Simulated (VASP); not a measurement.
The system is V.

```
CELL_PARAMETERS angstrom
2.48122 0.00000 0.00000
0.00000 2.48122 0.00000
0.00000 0.00000 2.48122
ATOMIC_POSITIONS crystal
V 0.00000 0.00000 0.00000
```

Base run:

```yaml
Program: VASP 6.6.1
Functional: PBE
Potentials_or_basis: VASP PAW PBE potentials, release 64 (V_sv)
Cutoff: 520 eV
k_mesh: 15 × 15 × 15
Occupations: fermi-dirac, width 0.0612256 eV
Spin: no spin polarisation
```

Its results: pressure -4.3 GPa.

**Question.** The run is repeated on the same cell with these changes: k mesh from 15 × 15 × 15 to 44 × 44 × 44. What comes out?

**Answer.** Pressure -4.8 GPa.
